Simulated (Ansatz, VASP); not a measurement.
**Two plane-wave programs on PbSe**

```
Pb Se
1.0
     0.00000    3.15048    3.15048
     3.15048    0.00000    3.15048
     3.15048    3.15048    0.00000
Pb Se
1 1
Direct
  0.00000 0.00000 0.00000
  0.50000 0.50000 0.50000
```

Change from the starting cell: hydrostatic strain +2.0%.

Alike in both runs: task single point; functional r2SCAN; k mesh 8 × 8 × 8; occupations fermi-dirac, width 0.02 eV; non-collinear spin, spin-orbit coupling.

|  | VASP | Ansatz |
| --- | --- | --- |
| version | VASP 6.6.1 | Ansatz 0.2.0 |
| potentials or method | VASP PAW PBE potentials, release 64 (Pb_d, Se) | plane waves, PAW |
| plane-wave cutoff (eV) | 520 | 500 |
| valence electrons in the cell | 20 | 30 |

```csv
,VASP,Ansatz,Ansatz less VASP
pressure (GPa),-2.8,-2.8,-0.06
```

VASP's potentials were made for PBE, not for r2SCAN. With one functional, cell and mesh, what is left measures potentials, basis and numerics. VASP's potentials hold 20 valence electrons a cell and Ansatz's 30, so a difference there can come from the potentials and not from the codes.
